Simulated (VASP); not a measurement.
TiAl3, 4 atoms in the cell. Symmetry: I4/mmm, No. 139, tetragonal system. Conventional cell: a = 3.881 Å, b = 3.881 Å, c = 8.042 Å, α = 90.00°, β = 90.00°, γ = 90.00°. Within 3.6 Å of Ti (site symmetry 4/mmm) lie 12 Al at 2.74 to 2.79 Å. Within 3.6 Å of Al (site symmetry 4/mmm) lie 4 Ti at 2.74 Å and 8 Al at 2.79 Å. Within 3.6 Å of Al (site symmetry -4m2) lie 8 Al at 2.74 to 2.79 Å and 4 Ti at 2.79 Å. 

```yaml
Program: VASP 6.6.1
Task: single point
Functional: LDA
Potentials_or_basis: VASP PAW LDA potentials, release 64 (Ti_sv, Al)
Cutoff: 520 eV
k_mesh: 16 × 16 × 16
Occupations: gaussian, width 0.15 eV
Spin: no spin polarisation
Dipole_correction: no
Further_INCAR_settings: ALGO = Fast; EDIFF = 1e-06; NBANDS = 18
```

Potentials or basis: VASP PAW LDA potentials, release 64 (Ti_sv, Al).

Run with:

```bash
$ cat potpaw_LDA.64/Ti_sv/POTCAR potpaw_LDA.64/Al/POTCAR > POTCAR
$ mpirun -np 1 vasp_std > vasp.out
```

Hardware: 1 thread of Intel(R) Xeon(R) Platinum 8488C (Sapphire Rapids), on a shared host.

Estimate the wall time of this run.

Run time: 12 min on 1 thread of Intel(R) Xeon(R) Platinum 8488C (Sapphire Rapids), on a shared host, peak memory 0.45 GiB. Counts: scf iterations 33, k points 349.
